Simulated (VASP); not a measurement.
Here is a VASP 6.6.1 calculation.

File INCAR:

```
SYSTEM = BN
  ALGO = Normal
  EDIFF = 1E-6
  ENCUT = 520
  GGA = PS
  ISIF = 2
  ISMEAR = 0
  LASPH = .TRUE.
  LCHARG = .TRUE.
  LELF = .TRUE.
  LREAL = .FALSE.
  LVHAR = .TRUE.
  LWAVE = .FALSE.
  NBANDS = 16
  NELM = 80
  PREC = Accurate
  SIGMA = 0.05
```

KPOINTS

```
k-points
0
G
  12 12 4
  0 0 0
```

POSCAR

```
BN
1.0
    2.5831088777      0.0000000000      0.0000000000
   -1.2915544389      2.2370379088      0.0000000000
    0.0000000000      0.0000000000      7.0841760970
B N
2 2
Direct
    0.3333333333      0.6666666667      0.2500000000
    0.6666666667      0.3333333333      0.7500000000
    0.3333333333      0.6666666667      0.7500000000
    0.6666666667      0.3333333333      0.2500000000
```

Potentials or basis: VASP PAW PBE potentials, release 64 (B, N).

Run with:

```console
$ cat potpaw_PBE.64/B/POTCAR potpaw_PBE.64/N/POTCAR > POTCAR
$ mpirun -np 1 vasp_std > vasp.out
```

Q: Estimate the band gap on the k mesh.

A: 4.11 eV, indirect (least direct gap 4.37 eV).

Q: Predict the pressure.

A: -18.1 GPa.

Stress tensor (GPa, compression positive):
```
-27.07   0.00   0.00
  0.00 -27.07   0.00
  0.00   0.00  -0.26
```

Caveat: the PAW data sets were made with another functional, which shifts forces and pressure a little; this functional lacks dispersion, which binds the layers, so the pressure and a relaxed spacing across them are unreliable. A k mesh can miss the band edges.
